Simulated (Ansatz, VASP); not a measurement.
# One calculation of Ca, two programs

```
Ca
1.0
     0.00000    2.79420    2.75229
     2.79420    0.00000    2.75229
     2.79420    2.79420    0.00000
Ca
1
Direct
  0.00000 0.00000 0.00000
```

Change from the starting cell: strain +0.000 along x and y, -0.015 along z, atoms carried along.

Alike in both runs: task single point; functional PBEsol; k mesh 14 × 14 × 14; occupations gaussian, width 0.15 eV; no spin polarisation.

|  | VASP | Ansatz |
| --- | --- | --- |
| version | VASP 6.6.1 | Ansatz 0.2.0 |
| potentials or method | VASP PAW PBE potentials, release 64 (Ca_sv), cutoff 520 eV | scalar-relativistic, plane waves, PAW |
| valence electrons in the cell | 10 | 10 |

|  | VASP | Ansatz | Ansatz less VASP |
| --- | --- | --- | --- |
| gap on the k mesh at the Fermi level (eV) | none | none | - |
| pressure (GPa) | -0.9 | -0.9 | +0.01 |
| traceless stress, the component that is largest in VASP (GPa) | 0.07 | 0.07 | 0.000 |

VASP's potentials were made for PBE, not for PBEsol. A gap of «none» marks a metal or a gap that the smearing closes. With one functional, cell and mesh, what is left measures potentials, basis and numerics.
